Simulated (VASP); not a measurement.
A run of VASP 6.6.1 is set up as follows.

The input INCAR:

```
SYSTEM = Al2Te2O
PREC = Accurate ; ENCUT = 520
EDIFF = 1E-7 ; ISMEAR = 0
SIGMA = 0.1 ; LREAL = .False.
LASPH = .True. ; NELM = 100
ALGO = Normal ; ISIF = 2
LWAVE = .False. ; LCHARG = .False.
GGA = PE ; IVDW = 12
NBANDS = 20
```

The input KPOINTS:

```
Automatic mesh
0
Gamma
  12 12 4
  0 0 0
```

File POSCAR:

```
Al2Te2O
1.0
    3.5251997528      0.0000000000      0.0000000000
   -1.7625998764      3.0529125394      0.0000000000
    0.0000000000      0.0000000000      9.1860039383
Al Te O
2 2 1
Direct
    0.3333333333      0.6666666667      0.3758475926
    0.6666666667      0.3333333333      0.6241524074
    0.3333333333      0.6666666667      0.8154388380
    0.6666666667      0.3333333333      0.1845611620
    0.0000000000      0.0000000000      0.5000000000
```

Potentials or basis: VASP PAW PBE potentials, release 64 (Al, Te, O).

Launch:

```bash
$ cat potpaw_PBE.64/Al/POTCAR potpaw_PBE.64/Te/POTCAR potpaw_PBE.64/O/POTCAR > POTCAR
$ mpirun -np 1 vasp_std > vasp.out
```

What does it give for the band gap on the k mesh?

Zero (band 12 reaches 8.78 eV, above the bottom of band 13 at 6.85 eV).

What does it give for the pressure?

0.1 GPa.

Predict the largest force.

0.028 eV/Å.

Estimate the dispersion energy per atom.

-0.350 eV.

Forces in eV/Å, atoms in the order of the input:
```
Al   0.000  0.000  0.026
Al   0.000  0.000 -0.026
Te   0.000  0.000  0.028
Te   0.000  0.000 -0.028
O    0.000  0.000  0.000
```

Caveat: spin-orbit coupling is left out, which moves the levels of the heavy elements.
